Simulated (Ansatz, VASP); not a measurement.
Two plane-wave programs on Cd

```xyz
3
Lattice="4.9311 0.0000 0.0000 -2.4655 4.2704 0.0000 0.0000 0.0000 2.9527" Properties=species:S:1:pos:R:3 pbc="T T T"
Cd    4.9311    0.0000    0.0000
Cd    0.0000    2.8470    1.4764
Cd    2.4655    1.4235    1.4764
```

Alike in both runs: task single point; functional PBEsol; k mesh 8 × 8 × 12; occupations fermi-dirac, width 0.1 eV; no spin polarisation.

```csv
,VASP,Ansatz
version,VASP 6.6.1,Ansatz 0.2.0
potentials or method,"VASP PAW PBE potentials, release 64 (Cd), cutoff 520 eV","plane waves (420 eV) with PAW, scalar-relativistic"
valence electrons in the cell,36,60
```

VASP gave:

| Item | Value |
| --- | --- |
| pressure (GPa) | 2.8 |
| traceless stress, the component that is largest in VASP (GPa) | -0.44 |

Q: Estimate Ansatz's values.

A: Pressure (GPa): 2.4; traceless stress, the component that is largest in VASP (GPa): -0.45.

VASP's potentials were made for PBE, not for PBEsol, and Ansatz warns of the same on its side. VASP's potentials hold 36 valence electrons a cell and Ansatz's 60, so a difference there can come from the potentials and not from the codes.
